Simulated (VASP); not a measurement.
Set up this calculation in VASP 6.6.1, as the native input.

```yaml
Task: single point
Functional: PBE
Potentials_or_basis: VASP PAW PBE potentials, release 64 (Si, C)
Cutoff: 520 eV
k_mesh: 12 × 12 × 6
Occupations: fermi-dirac, width 0.02 eV
Spin: no spin polarisation
Dipole_correction: no
Further_INCAR_settings: ALGO = Normal; EDIFF = 1e-06; NBANDS = 16
```

The structure of SiC lies in POSCAR:

```
SiC
1.0
    3.0753562392      0.0000000000      0.0000000000
   -1.5376781196      2.6633366288      0.0000000000
    0.0000000000      0.0000000000      4.8966648483
Si C
2 2
Direct
    0.3333333333      0.6666666667     -0.0022097683
    0.6666666667      0.3333333333      0.4977902317
    0.3333333333      0.6666666667      0.3772097683
    0.6666666667      0.3333333333      0.8772097683
```

This cell differs from its parent crystal: uniaxial z strain -3.0%.

These files were run (other wordings do the same):

INCAR

```
PREC = Accurate
ENCUT = 520
EDIFF = 1E-6
ISMEAR = -1
SIGMA = 0.02
LREAL = False
LASPH = True
NELM = 60
ALGO = Normal
ISIF = 2
LWAVE = False
LCHARG = True
GGA = PE
LELF = True
LVHAR = True
NBANDS = 16
```

KPOINTS

```
Automatic mesh
0
Gamma
  12 12 6
```

Potentials or basis: VASP PAW PBE potentials, release 64 (Si, C).

The run is started by

```console
$ cat potpaw_PBE.64/Si/POTCAR potpaw_PBE.64/C/POTCAR > POTCAR
$ mpirun -np 1 vasp_std > vasp.out
```

Results of the run:

| Quantity | Value |
| --- | --- |
| Pressure | 10.7 GPa |
| Largest force | 0.035 eV/Å |
| Band gap on the k mesh | 2.27 eV, indirect (least direct gap 3.78 eV) |

Caveat: the cell differs from its parent crystal (uniaxial z strain -3.0%).

Run time: 14 s on 1 thread of Intel(R) Xeon(R) 6975P-C (Granite Rapids), on a shared host, peak memory 0.17 GiB.
